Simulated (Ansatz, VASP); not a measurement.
Two plane-wave programs on AlN

Contents of INCAR:

```
SYSTEM = AlN
ALGO = Normal
EDIFF = 1E-7
ENCUT = 520
GGA = PS
ISIF = 2
ISMEAR = 0
LASPH = .True.
LCHARG = .True.
LELF = .True.
LREAL = .False.
LVHAR = .True.
LWAVE = .False.
NBANDS = 11
NELM = 100
PREC = Accurate
SIGMA = 0.01
```

File KPOINTS:

```
k-points
0
Gamma
  10 10 10
  0 0 0
```

POSCAR

```
AlN
1.0
    0.0000000000      2.1848764127      2.1848764127
    2.1848764127      0.0000000000      2.1848764127
    2.1848764127      2.1848764127      0.0000000000
Al N
1 1
Direct
    0.0000000000      0.0000000000      0.0000000000
    0.2500000000      0.2500000000      0.2500000000
```

Input for Ansatz:

```yaml
crystal:
  lattice:
    - [0.0, 2.1848764127, 2.1848764127]
    - [2.1848764127, 0.0, 2.1848764127]
    - [2.1848764127, 2.1848764127, 0.0]
  atoms:
    - { symbol: Al, position: [0.0, 0.0, 0.0] }
    - { symbol: "N", position: [0.25, 0.25, 0.25] }
kpoints:
  mp_grid: { grid: [10, 10, 10] }
hamiltonian:
  xc: pbesol
scf:
  occupations: { method: fixed }
output:
  optics:
    e_range: [0.5, 10]
    de: 0.2
    sigma: 0.25
    scissors: 1.5
    scheme: gaussian
    bands: auto
```

Alike in both runs: task single point; functional PBEsol; k mesh 10 × 10 × 10; no spin polarisation.

```csv
,VASP,Ansatz
version,VASP 6.6.1,Ansatz 0.2.0
potentials or method,"VASP PAW PBE potentials, release 64 (Al, N)","plane waves, PAW"
plane-wave cutoff (eV),520,420
occupations,"gaussian, width 0.01 eV",fixed
valence electrons in the cell,8,8
```

Ansatz gave:

* gap on the k mesh at the Fermi level (eV): 3.20

Estimate VASP's values.

gap on the k mesh at the Fermi level (eV): 3.19.

VASP's potentials were made for PBE, not for PBEsol.
